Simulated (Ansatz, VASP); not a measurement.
## Mo in VASP and in Ansatz

The input INCAR:

```
SYSTEM = Mo
PREC = Accurate ; ENCUT = 520
EDIFF = 1E-6 ; ISMEAR = 0
SIGMA = 0.3 ; LREAL = .False.
LASPH = .True. ; NELM = 80
ALGO = Normal ; ISIF = 2
LWAVE = .False. ; LCHARG = .False.
GGA = PE ; NBANDS = 13
```

KPOINTS

```
Automatic mesh
0
Gamma
  14 14 14
  0 0 0
```

POSCAR

```
Mo
1.0
   -1.5813793950      1.5813793950      1.5813793950
    1.5813793950     -1.5813793950      1.5813793950
    1.5813793950      1.5813793950     -1.5813793950
Mo
1
Direct
    0.0000000000      0.0000000000      0.0000000000
```

Input for Ansatz:

```yaml
crystal:
  lattice:
    - [-1.581379395, 1.581379395, 1.581379395]
    - [1.581379395, -1.581379395, 1.581379395]
    - [1.581379395, 1.581379395, -1.581379395]
  atoms:
    - { symbol: Mo, position: [0.0, 0.0, 0.0] }
hamiltonian:
  xc: pbe
  pseudopotentials:
    kind: paw
    azcp:
      Mo: "pseudopotentials/Mo.paw.azcp"
basis:
  ecutwfc: 420
  fft_grid_basis: typed
kpoints:
  mp_grid: { grid: [14, 14, 14], shift: [0, 0, 0] }
magnetization:
  spin_polarized: false
scf:
  occupations: { method: gaussian, width: 0.3 }
  lower_state_search: "off"
output:
  stress: true
```

Alike in both runs: task single point; functional PBE; k mesh 14 × 14 × 14; occupations gaussian, width 0.3 eV; no spin polarisation.

|  | VASP | Ansatz |
| --- | --- | --- |
| version | VASP 6.6.1 | Ansatz 0.2.0 |
| potentials or method | VASP PAW PBE potentials, release 64 (Mo_sv), cutoff 520 eV | plane waves (420 eV) with PAW, scalar-relativistic |
| valence electrons in the cell | 14 | 14 |

```tsv
	VASP	Ansatz	Ansatz less VASP
pressure (GPa)	0.4	-0.1	-0.51
```
